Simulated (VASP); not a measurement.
# HfO2: single point with LDA

The system is HfO2.

```
CELL_PARAMETERS angstrom
0.00000 2.47562 2.47562
2.47562 0.00000 2.47562
2.47562 2.47562 0.00000
ATOMIC_POSITIONS crystal
Hf 0.00000 0.00000 0.00000
O 0.75000 0.75000 0.75000
O 0.25000 0.25000 0.25000
```

| Quantity | Value |
| --- | --- |
| Program | VASP 6.6.1 |
| Task | single point |
| Functional | LDA |
| Potentials or basis | VASP PAW LDA potentials, release 64 (Hf_pv, O) |
| Cutoff | 600 eV |
| k mesh | 8 × 8 × 8 |
| Occupations | gaussian, width 0.02 eV |
| Spin | no spin polarisation |

- Pressure: 5.3 GPa
- Band gap on the k mesh: 3.78 eV

Levels at points of the mesh, in eV from the valence-band top:
| k point | band 9 | band 10 | band 11 | band 12 | band 13 | band 14 |
| --- | --- | --- | --- | --- | --- | --- |
| (0.00, 0.00, 0.00) | -0.65 | -0.65 | -0.65 | 3.84 | 3.84 | 6.26 |
| (0.50, 0.00, 0.00) | -2.92 | -1.92 | -1.92 | 4.68 | 4.68 | 7.63 |
| (0.50, 0.50, 0.00) | -1.68 | -1.68 | 0.00 | 3.78 | 5.71 | 7.27 |

Wall time 21 s on 1 thread of Intel(R) Xeon(R) Platinum 8259CL CPU @ 2.50GHz (Skylake/Cascade Lake), with other jobs on the host, peak memory 0.15 GiB.

Caveat: the cell stands under pressure; spin-orbit coupling is left out, which moves the levels of the heavy elements. A k mesh can miss the band edges.
